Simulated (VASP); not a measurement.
Crystal: AlAs.

```
Al As
1.0
     0.00000    2.83040    2.83040
     2.83040    0.00000    2.83040
     2.83040    2.83040    0.00000
Al As
1 1
Direct
  0.00000 0.00000 0.00000
  0.75000 0.75000 0.75000
```

Base run:

| Property | Result |
| --- | --- |
| Program | VASP 6.6.1 |
| Functional | PBE |
| Potentials or basis | VASP PAW PBE potentials, release 64 (Al, As) |
| Cutoff | 500 eV |
| k mesh | 8 × 8 × 8 |
| Occupations | gaussian, width 0.05 eV |
| Spin | no spin polarisation |

Its results: band gap on the k mesh 1.43 eV, indirect (least direct gap 2.06 eV); pressure 2.8 GPa.

Question: The run is repeated on the same cell with these changes: dispersion from none to D3(BJ). What comes out?

Answer: Band gap on the k mesh 1.43 eV, indirect (least direct gap 2.06 eV); pressure 0.3 GPa.

Dispersion adds attraction, which lowers the pressure at fixed volume and, as a term added to the energy, leaves the levels alone.

Caveats: three body term missing (some runs).

A k mesh can miss the band edges.
